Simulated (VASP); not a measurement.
A run of VASP 6.6.1 is set up as follows.

File POSCAR:

```
GaP
1.0
    0.0000000000      2.7611126650      2.7611126650
    2.7611126650      0.0000000000      2.7611126650
    2.7611126650      2.7611126650      0.0000000000
Ga P
1 1
Direct
    0.0000000000      0.0000000000      0.0000000000
    0.2500000000      0.2500000000      0.2500000000
```

The input INCAR.step1:

```
SYSTEM = GaP
PREC = Accurate
ENCUT = 400
EDIFF = 1E-5
ISMEAR = 0
SIGMA = 0.01
LREAL = .False.
LASPH = .True.
NELM = 120
ALGO = Normal
ISIF = 2
LWAVE = .True.
LCHARG = .False.
GGA = PE
NBANDS = 16
GGA_COMPAT = .False.
```

INCAR.step2

```
SYSTEM = GaP
PREC = Accurate
ENCUT = 400
EDIFF = 1E-6
ISMEAR = 0
SIGMA = 0.01
LREAL = .False.
LASPH = .True.
NELM = 120
ALGO = Normal
ISIF = 2
LWAVE = .False.
LCHARG = .False.
GGA = B5
LHFCALC = .True.
AEXX = 0.2
AGGAX = 0.72
AGGAC = 0.81
ALDAC = 0.19
PRECFOCK = Normal
ISTART = 1
NBANDS = 16
GGA_COMPAT = .False.
```

Contents of KPOINTS:

```
Automatic mesh
0
Gamma
  5 5 5
  0 0 0
```

Potentials or basis: VASP PAW PBE potentials, release 64 (Ga_d, P).

Command:

```bash
$ cat potpaw_PBE.64/Ga_d/POTCAR potpaw_PBE.64/P/POTCAR > POTCAR
$ cp INCAR.step1 INCAR
$ mpirun -np 1 vasp_std > vasp.out
$ cp INCAR.step2 INCAR
$ mpirun -np 1 vasp_std > vasp.out
```

Problem. Predict the pressure.

Solution. 0.3 GPa.

Problem. What does it give for the band gap on the k mesh?

Solution. 2.70 eV.

Caveat: the PAW data sets were made with another functional, which shifts forces and pressure a little; an odd mesh through Γ misses points on the zone boundary, where band edges can lie.
